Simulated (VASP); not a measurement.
Here is a VASP 6.6.1 calculation.

The input INCAR:

```
SYSTEM = Mg
PREC = Accurate
ENCUT = 520
EDIFF = 1E-8
ISMEAR = -1
SIGMA = 0.05
LREAL = .False.
LASPH = .True.
NELM = 60
ALGO = Normal
ISIF = 2
LWAVE = .False.
LCHARG = .False.
GGA = PE
LEFG = .True.
NBANDS = 9
```

The input KPOINTS:

```
Automatic mesh
0
Gamma
  12 12 7
  0 0 0
```

The input POSCAR:

```
Mg
1.0
    3.2092715325      0.0000000000      0.0000000000
   -1.6046357662      2.7793106748      0.0000000000
    0.0000000000      0.0000000000      5.2103300000
Mg
2
Direct
    0.3333333333      0.6666666667      0.2500000000
    0.6666666667      0.3333333333      0.7500000000
```

Potentials or basis: VASP PAW PBE potentials, release 64 (Mg).

Command:

```console
$ cat potpaw_PBE.64/Mg/POTCAR > POTCAR
$ mpirun -np 1 vasp_std > vasp.out
```

Question: What does it give for the pressure?

Answer: -0.6 GPa.

Question: Predict the band gap on the k mesh.

Answer: Zero (bands 2 and 3 overlap by 2.24 eV).

Stress tensor (GPa, compression positive):
```
-0.31  0.00  0.00
 0.00 -0.31  0.00
 0.00  0.00 -1.18
```

Caveat: without QUAD_EFG the Cq values of the log hold for a quadrupole moment of 1 mb, not for the nuclei.
